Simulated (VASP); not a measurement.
A run of VASP 6.6.1 is set up as follows.

Contents of POSCAR:

```
Pt
1.0
    2.7329693145      0.0000000000      0.0000000000
   -1.3664846573      2.3668208541      0.0000000000
    0.0000000000      0.0000000000      4.9083138610
Pt
2
Direct
    0.6666666667      0.3333333333      0.7500000000
    0.3333333333      0.6666666667      0.2500000000
```

INCAR.step1

```
SYSTEM = Pt
PREC = Accurate ; ENCUT = 520
ISMEAR = 0 ; SIGMA = 0.15
LREAL = .FALSE. ; LASPH = .TRUE.
NELM = 100 ; NBANDS = 17
GGA = PE ; ALGO = Normal
EDIFF = 1E-4 ; LWAVE = .TRUE.
LCHARG = .FALSE.
```

The input INCAR.step2:

```
SYSTEM = Pt
PREC = Accurate ; ENCUT = 520
EDIFF = 1E-6 ; ISMEAR = 0
SIGMA = 0.15 ; LREAL = .FALSE.
LASPH = .TRUE. ; NELM = 100
ALGO = Normal ; ISIF = 2
LWAVE = .FALSE. ; LCHARG = .FALSE.
METAGGA = R2SCAN ; LMIXTAU = .TRUE.
NBANDS = 17 ; ISTART = 1
```

Contents of KPOINTS:

```
regular mesh
0
G
  24 24 12
  0 0 0
```

Potentials or basis: VASP PAW PBE potentials, release 64 (Pt).

The run is started by

```sh
$ cat potpaw_PBE.64/Pt/POTCAR > POTCAR
$ cp INCAR.step1 INCAR
$ mpirun -np 1 vasp_std > vasp.out
$ cp INCAR.step2 INCAR
$ mpirun -np 1 vasp_std > vasp.out
```

**Question.** Predict the pressure.

**Answer.** -5.5 GPa.

**Question.** What does it give for the band gap on the k mesh?

**Answer.** Zero (bands 10 and 11 overlap by 1.44 eV).

Stress tensor (GPa, compression positive):
```
-3.70  0.00  0.00
 0.00 -3.70  0.00
 0.00  0.00 -9.22
```

Caveat: the cell differs from its parent crystal (strain +0.000 along x and y, +0.030 along z); the stress differs along the axes, from -9 to -4 GPa; the PAW data sets were made with another functional, which shifts forces and pressure a little; spin-orbit coupling is left out, which moves the levels of the heavy elements.
